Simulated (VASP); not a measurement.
Write the native input for VASP 6.6.1 that does the following.

```
Task                   : single point
Functional             : PBE
Potentials or basis    : VASP PAW PBE potentials, release 64 (As, Se)
Cutoff                 : 520 eV
k mesh                 : 8 × 8 × 8
Occupations            : gaussian, width 0.1 eV
Spin                   : no spin polarisation
Dipole correction      : no
Further INCAR settings : ALGO = Normal; EDIFF = 1e-07; NBANDS = 25
```

The structure of As2Se lies in POSCAR:

```
As2Se
1.0
   -3.4932981183      3.4932981183      2.6292150262
    3.4932981183     -3.4932981183      2.6292150262
    3.4932981183      3.4932981183     -2.6292150262
As Se
4 2
Direct
    0.8750000000      0.1250000000      0.7500000000
    0.3750000000      0.1250000000      0.2500000000
    0.8750000000      0.6250000000      0.7500000000
    0.8750000000      0.1250000000      0.2500000000
    0.5000000000      0.5000000000      0.0000000000
    0.2500000000      0.7500000000      0.5000000000
```

This cell differs from its parent crystal: volume scaled by 0.97, then relaxed in part.

One way to write it, as run:

INCAR

```
SYSTEM = As2Se
ALGO = Normal ; EDIFF = 1E-7
ENCUT = 520 ; GGA = PE
ISIF = 2 ; ISMEAR = 0
LASPH = .TRUE. ; LCHARG = .TRUE.
LELF = .TRUE. ; LREAL = .FALSE.
LVHAR = .TRUE. ; LWAVE = .FALSE.
NBANDS = 25 ; NELM = 100
PREC = Accurate ; SIGMA = 0.1
```

KPOINTS

```
k-points
0
G
  8 8 8
  0 0 0
```

Potentials or basis: VASP PAW PBE potentials, release 64 (As, Se).

Command:

```bash
$ cat potpaw_PBE.64/As/POTCAR potpaw_PBE.64/Se/POTCAR > POTCAR
$ mpirun -np 1 vasp_std > vasp.out
```

It gave:

```yaml
Pressure: 2.3 GPa
Band_gap_on_the_k_mesh: zero (band 16 reaches 5.38 eV, above the bottom of band 17 at 4.97 eV)
```

Run time: 97 s on 1 thread of Intel(R) Xeon(R) 6975P-C (Granite Rapids) (shared host), peak memory 0.34 GiB.
